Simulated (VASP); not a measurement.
Here is a VASP 6.6.1 calculation.

File INCAR:

```
SYSTEM = Pt
  PREC = Accurate
  ENCUT = 520
  EDIFF = 1E-7
  ISMEAR = -1
  SIGMA = 0.04
  LREAL = .False.
  LASPH = .True.
  NELM = 80
  ALGO = Fast
  ISIF = 2
  LWAVE = .False.
  LCHARG = .False.
  GGA = PE
  NBANDS = 11
```

Contents of KPOINTS:

```
Automatic mesh
0
Gamma
  8 8 8
  0 0 0
```

The input POSCAR:

```
Pt
1.0
    0.0000000000      1.9609000000      1.9609000000
    1.9609000000      0.0000000000      1.9609000000
    1.9609000000      1.9609000000      0.0000000000
Pt
1
Direct
    0.0000000000      0.0000000000      0.0000000000
```

Potentials or basis: VASP PAW PBE potentials, release 64 (Pt).

Run with:

```bash
$ cat potpaw_PBE.64/Pt/POTCAR > POTCAR
$ mpirun -np 1 vasp_std > vasp.out
```

(1) Predict the band gap on the k mesh.

(2) Estimate the pressure.

## Answers

(1) zero (band 5 reaches 11.72 eV, above the bottom of band 6 at 9.50 eV).

(2) 8.9 GPa.

Caveat: spin-orbit coupling is left out, which moves the levels of the heavy elements.
